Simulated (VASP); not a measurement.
# WSe2 in VASP: a series of runs

Runs on WSe2. Level: PBEsol. Tasks: single point.

Program: VASP 6.6.1. These are calculated values, not measurements. Logs are shortened: lines on timing, memory, paths and dates and some standing lists are left out, and cuts for length are marked.

**1. The cell of the first run**

The cell holds a slab with vacuum, 3 atoms: a = 3.318 Å, b = 3.318 Å, c = 16.658 Å, α = 90.00°, β = 90.00°, γ = 120.00°.

**2. Single point, PBEsol (mode 4 (170.3 1/cm) frozen in, largest displacement -0.300 Å)**

Input file INCAR:

```
SYSTEM = WSe2
PREC = Accurate
ENCUT = 520
EDIFF = 1E-7
ISMEAR = 0
SIGMA = 0.05
LREAL = .FALSE.
LASPH = .TRUE.
NELM = 80
ALGO = Normal
ISIF = 2
LWAVE = .FALSE.
LCHARG = .FALSE.
GGA = PS
NBANDS = 20
```

Input file KPOINTS:

```
regular mesh
0
G
  12 12 2
  0 0 0
```

Input file POSCAR:

```
WSe2
1.0
    3.3179375931      0.0000000000      0.0000000000
   -1.6589687966      2.8734182438      0.0000000000
    0.0000000000      0.0000000000     16.6581424200
W Se
1 2
Direct
    0.0000000000      0.0000000000      0.0000000000
    0.4341810775      0.7404923392      0.0997865200
    0.2324855892      0.5928409941      0.9002134800
```

Potentials or basis: VASP PAW PBE potentials, release 64 (W_sv, Se).

The run is started by

```bash
$ cat potpaw_PBE.64/W_sv/POTCAR potpaw_PBE.64/Se/POTCAR > POTCAR
$ mpirun -np 1 vasp_std > vasp.out
```

OUTCAR:

```text
SYSTEM = WSe2
   PREC = Accurate
   ENCUT = 520
   EDIFF = 1E-7
   ISMEAR = 0
   LREAL = .FALSE.
   LASPH = .TRUE.
   NELM = 80
   ISIF = 2
   GGA = PS

 ion  position               nearest neighbor table
   1  0.000  0.000  0.000-   2 2.33   3 2.39   3 2.50   2 2.61   2 2.71   3 2.76
   2  0.434  0.740  0.100-   1 2.33   1 2.61   1 2.71
   3  0.232  0.593  0.900-   1 2.39   1 2.50   1 2.76

  LATTYP: Found a hexagonal cell.
 ALAT       =     3.3179375931
 C/A-ratio  =     5.0206316281

  Lattice vectors:

 A1 = (   3.3179375931,   0.0000000000,   0.0000000000)
 A2 = (  -1.6589687966,   2.8734182438,   0.0000000000)
 A3 = (   0.0000000000,   0.0000000000,  16.6581424200)

Analysis of symmetry for initial positions (statically):
=====================================================================
 Subroutine PRICEL returns:
 Original cell was already a primitive cell.

 Routine SETGRP: Setting up the symmetry group for a
 hexagonal supercell.

 Subroutine GETGRP returns: Found  1 space group operations
 (whereof  1 operations were pure point group operations)
 out of a pool of 24 trial point group operations.

The static configuration has the point symmetry C_1 .

Analysis of symmetry for dynamics (positions and initial velocities):
=====================================================================
 Subroutine PRICEL returns:
 Original cell was already a primitive cell.

 Routine SETGRP: Setting up the symmetry group for a
 hexagonal supercell.

 Subroutine GETGRP returns: Found  1 space group operations
 (whereof  1 operations were pure point group operations)
 out of a pool of 24 trial point group operations.

The dynamic configuration has the point symmetry C_1 .

 Subroutine INISYM returns: Found  1 space group operations
 (whereof  1 operations are pure point group operations),
 and found     1 'primitive' translations

----------------------------------------------------------------------------------------

                                     Primitive cell

  volume of cell :     158.8158

  direct lattice vectors                    reciprocal lattice vectors
     3.317937593  0.000000000  0.000000000     0.301392046  0.174008779  0.000000000
    -1.658968797  2.873418244  0.000000000     0.000000000  0.348017558  0.000000000
     0.000000000  0.000000000 16.658142420     0.000000000  0.000000000  0.060030703

  length of vectors
     3.317937593  3.317937593 16.658142420     0.348017558  0.348017558  0.060030703

  position of ions in fractional coordinates (direct lattice)
     0.000000000  0.000000000  0.000000000
     0.434181077  0.740492339  0.099786520
     0.232485589  0.592840994  0.900213480

  ion indices of the primitive-cell ions
   primitive index   ion index
                 1           1
                 2           2
                 3           3

----------------------------------------------------------------------------------------

 KPOINTS: regular mesh

Automatic generation of k-mesh.
 Grid dimensions read from file:
 generate k-points for:   12   12    2

 Generating k-lattice:

  Cartesian coordinates                     Fractional coordinates (reciprocal lattice)
     0.025116004  0.014500732  0.000000000     0.083333333  0.000000000  0.000000000
     0.000000000  0.029001463  0.000000000     0.000000000  0.083333333  0.000000000
     0.000000000  0.000000000  0.030015351     0.000000000  0.000000000  0.500000000

  Length of vectors
     0.029001463  0.029001463  0.030015351

  Shift w.r.t. Gamma in fractional coordinates (k-lattice)
     0.000000000  0.000000000  0.000000000

 Subroutine IBZKPT returns following result:
 ===========================================

 Found    148 irreducible k-points:

 Following reciprocal coordinates:
            Coordinates               Weight
  0.000000  0.000000  0.000000      1.000000
  0.083333  0.000000  0.000000      2.000000
  0.000000  0.083333  0.000000      2.000000
 -0.083333  0.083333  0.000000      2.000000
  0.166667  0.000000  0.000000      2.000000
  0.000000  0.166667  0.000000      2.000000
[... 16 lines left out ...]
  0.166667  0.083333  0.000000      2.000000
 -0.083333  0.250000  0.000000      2.000000
 [... further k-points ...]
   k-points           NKPTS =    148   k-points in BZ     NKDIM =    148   number of bands    NBANDS=     20
   number of dos      NEDOS =    301   number of ions     NIONS =      3
   total plane-waves  NPLWV =  98784
   dimension x,y,z NGX =    28 NGY =   28 NGZ =  126
   dimension x,y,z NGXF=    56 NGYF=   56 NGZF=  252
   ions per type =               1   2
   NGX,Y,Z   is equivalent  to a cutoff of  14.03, 14.03, 12.57 a.u.
   NGXF,Y,Z  is equivalent  to a cutoff of  28.06, 28.06, 25.15 a.u.
 SYSTEM =  WSe2
   PREC   = accura    normal or accurate (medium, high low for compatibility)
   ISTART =      0    job   : 0-new  1-cont  2-samecut
   ICHARG =      2    charge: 1-file 2-atom 10-const
   ISPIN  =      1    spin polarized calculation?
   LNONCOLLINEAR =      F non collinear calculations
   LSORBIT =      F    spin-orbit coupling
   LASPH  =      T    aspherical Exc in radial PAW
   ENCUT  =  520.0 eV  38.22 Ry    6.18 a.u.   6.17  6.17 30.97*2*pi/ulx,y,z
   NELM   =     80;   NELMIN=  2; NELMDL= -5     # of ELM steps
   EDIFF  = 0.1E-06   stopping-criterion for ELM
   LREAL  =      F    real-space projection
   EDIFFG = 0.1E-05   stopping-criterion for IOM
   NSW    =      0    number of steps for IOM
   IBRION =     -1    ionic relax: 0-MD 1-quasi-New 2-CG
   NFREE  =      0    steps in history (QN), initial steepest desc. (CG)
   ISIF   =      2    stress and relaxation
   ISYM   =      2    0-nonsym 1-usesym 2-fastsym
   POTIM  = 0.5000    time-step for ionic-motion
   TEBEG  =    0.0;   TEEND  =   0.0 temperature during run
   PSTRESS=    0.0 pullay stress
   NELECT =      26.0000    total number of electrons
   NUPDOWN=      -1.0000    fix difference up-down
   EMIN   =  10.00;   EMAX   =-10.00  energy-range for DOS
   EFERMI =   0.00;   METHOD = LEGACY
   ISMEAR =     0;   SIGMA  =   0.05  broadening in eV -4-tet -1-fermi 0-gaus
   EFERMI_NEDOS =   21; number of points for ismear=-14 and -15
   IALGO  =     38    algorithm
   IMIX   =      4    mixing-type and parameters
     AMIX     =   0.40;   BMIX     =  1.00
     AMIX_MAG =   1.60;   BMIX_MAG =  1.00
  volume/ion in A,a.u.               =      52.94       357.25
  Fermi-wavevector in a.u.,A,eV,Ry     =   0.895574  1.692389 10.912587  0.802053
  Thomas-Fermi vector in A             =   2.017923
   LORBIT       =      0    0 simple, 1 ext, 2 COOP (PROOUT), +10 PAW based schemes
   GGA     = PS    functional components
   LHFCALC =     F    Hartree Fock is set to
   AEXX    =    0.0000 exact exchange contribution
   IVDW    =     0    specifies the selected vdW correction
   LEPSILON=     F    determine dielectric tensor
   LRPA    =     F    only Hartree local field effects (RPA)
 non-spin polarized calculation
 Gauss-broadening in eV      SIGMA  =   0.05
  energy-cutoff  :      520.00
  volume of cell :      158.82
 maximum number of plane-waves:      4302
 NGX is ok and might be reduce to    28
   NGX = 13   NGY = 13   NGZ = 61

 number of electron      25.9999999 magnetization

 Free energy of the ion-electron system (eV)
  ---------------------------------------------------
  ext. energy  EPLUGINS =         0.00000000
  ---------------------------------------------------
  free energy    TOTEN  =       -22.46204357 eV

  energy without entropy =      -22.46204357  energy(sigma->0) =      -22.46204357

 E-fermi :  -0.5760     XC(G=0):  -4.7780

 val. band max:       -0.8564502216   @ k =   0.3333   0.3333   0.0000
 cond. band min:       0.5133031160   @ k =   0.3333   0.3333   0.5000
 fundamental gap:      1.3697533376
 Fermi energy:        -0.5759596469

 k-point     1 :       0.0000    0.0000    0.0000
  band No.  band energies     occupation
      1     -74.9482      2.00000
      2     -39.2158      2.00000
      3     -39.1119      2.00000
      4     -39.0878      2.00000
      5     -15.7504      2.00000
      6     -14.4478      2.00000
[... 12 lines left out ...]
     19       4.1262      0.00000
     20       4.4923      0.00000

 k-point     2 :       0.0833    0.0000    0.0000
  band No.  band energies     occupation
      1     -74.9476      2.00000
      2     -39.2131      2.00000
      3     -39.1259      2.00000
      4     -39.0915      2.00000
      5     -15.6494      2.00000
      6     -14.3983      2.00000
[... 12 lines left out ...]
     19       4.2606      0.00000
     20       4.7830      0.00000

 k-point     3 :       0.0000    0.0833    0.0000
  band No.  band energies     occupation
      1     -74.9476      2.00000
      2     -39.2130      2.00000
      3     -39.1215      2.00000
      4     -39.0961      2.00000
      5     -15.6489      2.00000
      6     -14.3987      2.00000
[... 12 lines left out ...]
     19       4.2660      0.00000
     20       4.8159      0.00000

 k-point     4 :      -0.0833    0.0833    0.0000
  band No.  band energies     occupation
      1     -74.9476      2.00000
      2     -39.2130      2.00000
      3     -39.1170      2.00000
      4     -39.1008      2.00000
      5     -15.6484      2.00000
      6     -14.3992      2.00000
[... 12 lines left out ...]
     19       4.2731      0.00000
     20       4.8413      0.00000

 k-point     5 :       0.1667    0.0000    0.0000
  band No.  band energies     occupation
      1     -74.9459      2.00000
      2     -39.2065      2.00000
      3     -39.1642      2.00000
      4     -39.1012      2.00000
      5     -15.3600      2.00000
      6     -14.2573      2.00000
[... 12 lines left out ...]
     19       4.6426      0.00000
     20       5.3594      0.00000

 k-point     6 :       0.0000    0.1667    0.0000
  band No.  band energies     occupation
      1     -74.9459      2.00000
      2     -39.2058      2.00000
      3     -39.1557      2.00000
      4     -39.1106      2.00000
      5     -15.3581      2.00000
      6     -14.2588      2.00000
[... 12 lines left out ...]
     19       4.6511      0.00000
     20       5.4341      0.00000

 k-point     7 :      -0.1667    0.1667    0.0000
  band No.  band energies     occupation
      1     -74.9459      2.00000
      2     -39.2054      2.00000
      3     -39.1466      2.00000
      4     -39.1205      2.00000
      5     -15.3562      2.00000
      6     -14.2604      2.00000
[... 12 lines left out ...]
     19       4.6637      0.00000
     20       5.4885      0.00000
[... 277 lines left out ...]
 k-point    20 :       0.0833    0.0833    0.0000
  band No.  band energies     occupation
      1     -74.9465      2.00000
      2     -39.2084      2.00000
      3     -39.1508      2.00000
      4     -39.0997      2.00000
      5     -15.4541      2.00000
      6     -14.3028      2.00000
[... 12 lines left out ...]
     19       4.5260      0.00000
     20       5.2522      0.00000

 k-point    21 :      -0.0833    0.1667    0.0000
  band No.  band energies     occupation
      1     -74.9465      2.00000
      2     -39.2078      2.00000
      3     -39.1324      2.00000
      4     -39.1191      2.00000
      5     -15.4513      2.00000
      6     -14.3054      2.00000
[... 12 lines left out ...]
     19       4.5327      0.00000
     20       5.3294      0.00000

 k-point    22 :      -0.1667    0.0833    0.0000
  band No.  band energies     occupation
      1     -74.9465      2.00000
      2     -39.2081      2.00000
      3     -39.1456      2.00000
      4     -39.1054      2.00000
      5     -15.4527      2.00000
      6     -14.3041      2.00000
[... 12 lines left out ...]
     19       4.5323      0.00000
     20       5.2888      0.00000

 k-point    23 :       0.1667    0.0833    0.0000
  band No.  band energies     occupation
      1     -74.9445      2.00000
      2     -39.2059      2.00000
      3     -39.1900      2.00000
      4     -39.1114      2.00000
      5     -15.0912      2.00000
      6     -14.1270      2.00000
[... 12 lines left out ...]
     19       5.0045      0.00000
     20       5.7860      0.00000

 k-point    24 :      -0.0833    0.2500    0.0000
  band No.  band energies     occupation
      1     -74.9445      2.00000
      2     -39.1997      2.00000
      3     -39.1790      2.00000
      4     -39.1295      2.00000
      5     -15.0856      2.00000
      6     -14.1321      2.00000
[... 12 lines left out ...]
     19       5.0012      0.00000
     20       5.8801      0.00000

 [... further k-points ...]
[... 5 lines left out ...]
  --------------------------------------------------------------------------------------
  -------------------------------------------------------------------------------------
  Total       -0.2846354     -0.3348696      3.0250040      0.0688101     -5.8755804     -5.8812184
  in kB       -2.8714804     -3.3782571     30.5170751      0.6941757    -59.2744766    -59.3313546
  external PRESSURE =       8.0891125 kB  Pullay stress =       0.0000000 kB

 VOLUME and BASIS-vectors are now :
 -----------------------------------------------------------------------------
  energy-cutoff  :      520.00
  volume of cell :      158.82
      direct lattice vectors                 reciprocal lattice vectors
     3.317937593  0.000000000  0.000000000     0.301392046  0.174008779  0.000000000
    -1.658968797  2.873418244  0.000000000     0.000000000  0.348017558  0.000000000
     0.000000000  0.000000000 16.658142420     0.000000000  0.000000000  0.060030703

 POSITION                                       TOTAL-FORCE (eV/Angst)
 -----------------------------------------------------------------------------------
      0.00000      0.00000      0.00000         1.217058      0.002591     -0.295060
      0.21213      2.12774      1.66226        -2.377605     -1.768672      1.060956
     -0.21213      1.70348     14.99588         1.160547      1.766081     -0.765896
 -----------------------------------------------------------------------------------
    total drift:                               -0.000004      0.000007      0.000050

  FREE ENERGIE OF THE ION-ELECTRON SYSTEM (eV)
  ---------------------------------------------------
  free  energy   TOTEN  =       -22.4620435671 eV

  energy  without entropy=      -22.4620435671  energy(sigma->0) =      -22.46204357
```

It took 8.5 min on 1 thread of Intel Xeon 6975P-C (Granite Rapids), shared host; peak memory 0.63 GiB.

Results:

| Property | Result |
| --- | --- |
| Free energy | -22.4620 eV |
| Largest force | 3.148 eV/Å |
| Band gap on the k mesh | 1.37 eV, direct |

Forces on the atoms (eV/Å):
```
W    1.217  0.003 -0.295
Se  -2.378 -1.769  1.061
Se   1.161  1.766 -0.766
```

Caveat: the cell differs from its parent crystal (mode 4 (170.3 1/cm) frozen in, largest displacement -0.300 Å); the PAW data sets were made with another functional, which shifts forces and pressure a little; spin-orbit coupling is left out, which moves the levels of the heavy elements.

**3. Single point, PBEsol (mode 4 (170.3 1/cm) frozen in, largest displacement +0.225 Å)**

Input file INCAR:

```
SYSTEM = WSe2
  PREC = Accurate
  ENCUT = 520
  EDIFF = 1E-6
  ISMEAR = 0
  SIGMA = 0.05
  LREAL = .False.
  LASPH = .True.
  NELM = 80
  ALGO = Normal
  ISIF = 2
  LWAVE = .False.
  LCHARG = .False.
  GGA = PS
  NBANDS = 20
```

Input file KPOINTS:

```
regular mesh
0
Gamma
  12 12 2
  0 0 0
```

Input file POSCAR:

```
WSe2
1.0
    3.3179375931      0.0000000000      0.0000000000
   -1.6589687966      2.8734182438      0.0000000000
    0.0000000000      0.0000000000     16.6581424200
W Se
1 2
Direct
    0.0000000000      0.0000000000      0.0000000000
    0.2576975252      0.6112974123      0.0997865200
    0.4089691414      0.7220359211      0.9002134800
```

Potentials or basis: VASP PAW PBE potentials, release 64 (W_sv, Se).

The run is started by

```bash
$ cat potpaw_PBE.64/W_sv/POTCAR potpaw_PBE.64/Se/POTCAR > POTCAR
$ mpirun -np 1 vasp_std > vasp.out
```

Run time: 8.1 min. Hardware: 1 thread of Intel Xeon 6975P-C (Granite Rapids), shared host; peak memory 0.62 GiB.

Results (log left out):

| Item | Value |
| --- | --- |
| Free energy | -22.7916 eV |
| Largest force | 2.216 eV/Å |
| Band gap on the k mesh | 1.43 eV, direct |

Forces in eV/Å, atoms in the order of the input:
```
W    0.688  0.001  0.125
Se   0.993  1.336  0.420
Se  -1.681 -1.337 -0.544
```

Levels at points of the mesh, in eV from the valence-band top:
```
           k point  band 9  band 10  band 11  band 12  band 13  band 14  band 15  band 16  band 17  band 18
(0.00, 0.00, 0.00)   -2.53    -1.82    -1.49    -1.35    -0.19     2.41     2.55     3.23     3.37     4.36
(0.50, 0.00, 0.00)   -4.22    -3.17    -2.34    -0.97    -0.81     2.21     2.63     3.38     4.30     4.66
(0.00, 0.50, 0.00)   -4.26    -3.12    -2.29    -0.94    -0.86     2.22     2.62     3.47     3.92     4.78
(0.50, 0.50, 0.00)   -4.30    -3.07    -2.23    -0.92    -0.91     2.22     2.59     3.58     3.67     4.78
(0.00, 0.00, 0.50)   -2.53    -1.82    -1.49    -1.35    -0.19     2.41     2.55     3.23     3.37     4.45
(0.50, 0.00, 0.50)   -4.22    -3.17    -2.34    -0.97    -0.81     2.21     2.63     3.38     4.30     4.66
(0.00, 0.50, 0.50)   -4.26    -3.12    -2.29    -0.94    -0.86     2.22     2.62     3.47     3.92     4.78
(0.50, 0.50, 0.50)   -4.30    -3.07    -2.23    -0.92    -0.91     2.22     2.59     3.58     3.67     4.78
```

Caveat: the cell differs from its parent crystal (mode 4 (170.3 1/cm) frozen in, largest displacement +0.225 Å); the PAW data sets were made with another functional, which shifts forces and pressure a little; spin-orbit coupling is left out, which moves the levels of the heavy elements.
